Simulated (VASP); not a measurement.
# LiSi16 (a cell with a defect) in VASP: notebook, part 2 of 2

VASP 6.6.1. Earlier steps stand in the parts before.

**3. Single point, PBE**

The input, INCAR:

```
SYSTEM = LiSi16
PREC = Accurate ; ENCUT = 520
EDIFF = 1E-7 ; ISMEAR = 0
SIGMA = 0.02 ; LREAL = Auto
LASPH = .True. ; NELM = 100
ALGO = Normal ; ISIF = 2
LWAVE = .False. ; LCHARG = .False.
GGA = PE ; NELECT = 66.0
NBANDS = 48
```

The input, KPOINTS:

```
Automatic mesh
0
Gamma
  2 2 2
  0 0 0
```

The input, POSCAR:

```
LiSi16
1.0
    0.0000000000      5.4300000000      5.4300000000
    5.4300000000      0.0000000000      5.4300000000
    5.4300000000      5.4300000000      0.0000000000
Si Li
16 1
Direct
   -0.0020505525      0.0019892265      0.0016124309
    0.1273790055      0.1241727440      0.1238418048
   -0.0020715470      0.0019523941      0.4976813076
    0.1226229282      0.1318529466      0.6223569982
   -0.0020695212      0.4980129834      0.0015984346
    0.1226431860      0.6227337937      0.1314280847
   -0.0001053407      0.5000011050      0.4995723757
    0.1225974217      0.6226843462      0.6223379374
    0.4999220994      0.0000020258     -0.0003193370
    0.6241060773      0.1241926335      0.1238508287
    0.5018862799      0.0019809392      0.4976929098
    0.6240891344      0.1241716390      0.6271399632
    0.5018962247      0.4980365562      0.0016139042
    0.6240900552      0.6274583794      0.1238414365
    0.5018639042      0.4980110497      0.4976813996
    0.6317473297      0.6227174954      0.6223609576
    0.2498867403      0.7499990792      0.7495495396
```

Potentials or basis: VASP PAW PBE potentials, release 64 (Si, Li_sv).

On the command line:

```bash
> cat potpaw_PBE.64/Si/POTCAR potpaw_PBE.64/Li_sv/POTCAR > POTCAR
> mpirun -np 1 vasp_std > vasp.out
```

OUTCAR:

```text
SYSTEM = LiSi16
   PREC = Accurate
   ENCUT = 520
   EDIFF = 1E-7
   ISMEAR = 0
   LREAL = Auto
   LASPH = .True.
   NELM = 100
   ISIF = 2
   GGA = PE
   NELECT = 66.0

 ion  position               nearest neighbor table
   1  0.998  0.002  0.002-   2 2.34  10 2.34   6 2.38   4 2.38  17 2.74
   2  0.127  0.124  0.124-   9 2.34   3 2.34   5 2.34   1 2.34
   3  0.998  0.002  0.498-  12 2.34   2 2.34   8 2.38   4 2.38  17 2.74
   4  0.123  0.132  0.622-   7 2.31   1 2.38  11 2.38   3 2.38  17 2.39
   5  0.998  0.498  0.002-   2 2.34  14 2.34   8 2.38   6 2.38  17 2.74
   6  0.123  0.623  0.131-   7 2.31  13 2.38   1 2.38   5 2.38  17 2.39
   7  1.000  0.500  0.500-   6 2.31  16 2.31   4 2.31   8 2.31
   8  0.123  0.623  0.622-   7 2.31   5 2.38  15 2.38   3 2.38  17 2.39
   9  0.500  0.000  1.000-  12 2.34   2 2.34  14 2.34  10 2.34
  10  0.624  0.124  0.124-   9 2.34  11 2.34   1 2.34  13 2.34
  11  0.502  0.002  0.498-  12 2.34  10 2.34  16 2.38   4 2.38  17 2.74
  12  0.624  0.124  0.627-   9 2.34   3 2.34  15 2.34  11 2.34
  13  0.502  0.498  0.002-  14 2.34  10 2.34   6 2.38  16 2.38  17 2.74
  14  0.624  0.627  0.124-   9 2.34  15 2.34   5 2.34  13 2.34
  15  0.502  0.498  0.498-  12 2.34  14 2.34   8 2.38  16 2.38  17 2.74
  16  0.632  0.623  0.622-   7 2.31  13 2.38  11 2.38  15 2.38  17 2.39
[... 212 lines left out ...]
      4      -3.6116      2.00000
      5      -3.6115      2.00000
      6      -3.6115      2.00000
[... 373 lines left out ...]
     44      10.3332      0.00000
     45      10.4011      0.00000
 [bands above 45 left out]

------------------------ aborting loop because EDIFF is reached ----------------------------------------

  FORCE on cell =-STRESS in cart. coord.  units (eV):
  Direction    XX          YY          ZZ          XY          YZ          ZX
  --------------------------------------------------------------------------------------
  -------------------------------------------------------------------------------------
  Total       -1.1529654     -1.1554016     -1.1507691     -0.0007227     -0.0007018      0.0000339
  in kB       -5.7689579     -5.7811479     -5.7579686     -0.0036163     -0.0035113      0.0001696
  external PRESSURE =      -5.7693581 kB  Pullay stress =       0.0000000 kB

 VOLUME and BASIS-vectors are now :
 -----------------------------------------------------------------------------
  energy-cutoff  :      520.00
  volume of cell :      320.21
      direct lattice vectors                 reciprocal lattice vectors
     0.000000000  5.430000000  5.430000000    -0.092081031  0.092081031  0.092081031
     5.430000000  0.000000000  5.430000000     0.092081031 -0.092081031  0.092081031
     5.430000000  5.430000000  0.000000000     0.092081031  0.092081031 -0.092081031

 POSITION                                       TOTAL-FORCE (eV/Angst)
 -----------------------------------------------------------------------------------
      0.01956      5.42762      5.42967        -0.001796      0.000097      0.000148
      1.34672      1.36413      1.36593         0.000827     -0.001860     -0.001355
      2.71301      8.12116      5.42935        -0.000166     -0.000225     -0.000077
      4.09536      4.04524      1.38180         0.003013     -0.002983      0.003391
      2.71289      5.42744      8.12297        -0.000004      0.000023      0.001067
      4.09510      1.37961      4.04740         0.003376      0.003410     -0.003219
[... 9 lines left out ...]
      6.76078      6.80981      6.81174        -0.003065      0.003144      0.003269
      8.14255      5.42694      5.42938         0.001464      0.002095     -0.000707
 -----------------------------------------------------------------------------------
    total drift:                                0.003215      0.002971     -0.000343

  FREE ENERGIE OF THE ION-ELECTRON SYSTEM (eV)
  ---------------------------------------------------
  free  energy   TOTEN  =       -93.5140824993 eV

  energy  without entropy=      -93.5140824993  energy(sigma->0) =      -93.51408250
```

stdout:

```text
POSCAR found type information on POSCAR SiLi
 POSCAR found :  2 types and      17 ions
 scaLAPACK will be used
 LDA part: xc-table for (Slater+PW92), standard interpolation
 POSCAR, INCAR and KPOINTS ok, starting setup
 FFT: planning ... GRIDC
 FFT: planning ... GRID_SOFT
 FFT: planning ... GRID
 WAVECAR not read
 entering main loop
 the old and the new charge density differ
 old charge density:    67.00000 new   66.00000
    0.142E+01
```

It took 6.2 min on 1 thread of Intel Xeon 6975P-C (Granite Rapids), shared host; peak memory 0.48 GiB.

Results:

```
Free energy   : -93.5141 eV
Largest force : 0.006 eV/Å
```

Forces on the atoms (eV/Å):
```
Si  -0.002  0.000  0.000
Si   0.001 -0.002 -0.001
Si   0.000  0.000  0.000
Si   0.003 -0.003  0.003
Si   0.000  0.000  0.001
Si   0.003  0.003 -0.003
Si   0.002  0.002  0.000
Si  -0.003 -0.003 -0.003
Si   0.001  0.001  0.000
Si   0.000  0.000  0.001
Si  -0.001  0.000 -0.001
Si  -0.002 -0.002  0.001
Si   0.001 -0.002  0.000
Si  -0.002  0.001 -0.001
Si   0.000  0.000  0.000
Si  -0.003  0.003  0.003
Li   0.001  0.002 -0.001
```

Caveat: the k points lie up to 0.50 Å⁻¹ apart; the cell carries a net charge on a neutralising background, which shifts energy and pressure; the cell is charged against a uniform background, so pressure and absolute levels hang on convention; the cutoff is under 1.25 times the usual one of these potentials, so pressure, stress and relaxed cells hold a basis-set (Pulay) error.
